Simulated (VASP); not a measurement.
Input of a VASP 6.6.1 run:

File INCAR:

```
SYSTEM = InTe4W
  PREC = Accurate
  ENCUT = 520
  EDIFF = 1E-7
  ISMEAR = 0
  SIGMA = 0.1
  LREAL = .False.
  LASPH = .True.
  NELM = 100
  ALGO = Normal
  ISIF = 2
  LWAVE = .False.
  LCHARG = .True.
  GGA = PE
  LELF = .True.
  LVHAR = .True.
  NBANDS = 34
```

KPOINTS

```
regular mesh
0
Gamma
  4 4 2
  0 0 0
```

Contents of POSCAR:

```
InTe4W
1.0
    3.7767528200      0.0000000000      0.0000000000
    0.0000000000      3.7767528200      0.0000000000
    0.0000000000      0.0000000000     13.2088051600
In Te W
1 4 1
Direct
    0.0000000000      0.0000000000      0.0000000000
    0.5000000000      0.5000000000      0.1703388400
    0.0000000000      0.0000000000      0.6526067300
    0.0000000000      0.0000000000      0.3473932700
    0.5000000000      0.5000000000      0.8296611600
    0.5000000000      0.5000000000      0.5000000000
```

Potentials or basis: VASP PAW PBE potentials, release 64 (In_d, Te, W_sv).

Command:

```console
$ cat potpaw_PBE.64/In_d/POTCAR potpaw_PBE.64/Te/POTCAR potpaw_PBE.64/W_sv/POTCAR > POTCAR
$ mpirun -np 1 vasp_std > vasp.out
```

(1) Predict the pressure.

(2) What does it give for the band gap on the k mesh?

(3) Estimate the largest force.

Results:

(1) -10.4 GPa.

(2) zero (an odd number of electrons rules out a gap without spin polarisation).

(3) 2.514 eV/Å.

Caveat: the k points lie up to 0.42 Å⁻¹ apart, too coarse for converged energies and pressures of a metal; spin-orbit coupling is left out, which moves the levels of the heavy elements; forces of over 1 eV/Å act on the atoms, so gaps and moduli don't describe the material at rest.
